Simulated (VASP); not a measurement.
Input of a VASP 6.6.1 run:

Contents of INCAR:

```
PREC = Accurate
ENCUT = 600
EDIFF = 1E-7
ISMEAR = -1
SIGMA = 0.1
LREAL = F
LASPH = T
NELM = 100
ALGO = Normal
ISIF = 4
LWAVE = F
LCHARG = F
GGA = PE
IBRION = 2
NSW = 50
EDIFFG = -0.005
```

The input KPOINTS:

```
Automatic mesh
0
Gamma
  13 13 13
```

File POSCAR:

```
Br
1.0
   -2.2625206581      2.2625206581      1.5478663258
    2.2625206581     -2.2625206581      1.5478663258
    2.2625206581      2.2625206581     -1.5478663258
Br
2
Direct
   -0.3750000000     -0.1250000000     -0.2500000000
    0.3750000000      0.1250000000      0.2500000000
```

Potentials or basis: VASP PAW PBE potentials, release 64 (Br).

Launch:

```console
$ cat potpaw_PBE.64/Br/POTCAR > POTCAR
$ mpirun -np 1 vasp_std > vasp.out
```

Problem. What does it give for the band gap on the k mesh?

Solution. Zero (bands 7 and 8 overlap by 5.55 eV).

Final structure:
```yaml
crystal:
  lattice:
    - [-2.53014, 2.53014, 1.23774]
    - [2.53014, -2.53014, 1.23774]
    - [2.53014, 2.53014, -1.23774]
  atoms:
    - { symbol: Br, position: [0.62500, 0.87500, 0.75000] }
    - { symbol: Br, position: [0.37500, 0.12500, 0.25000] }
```
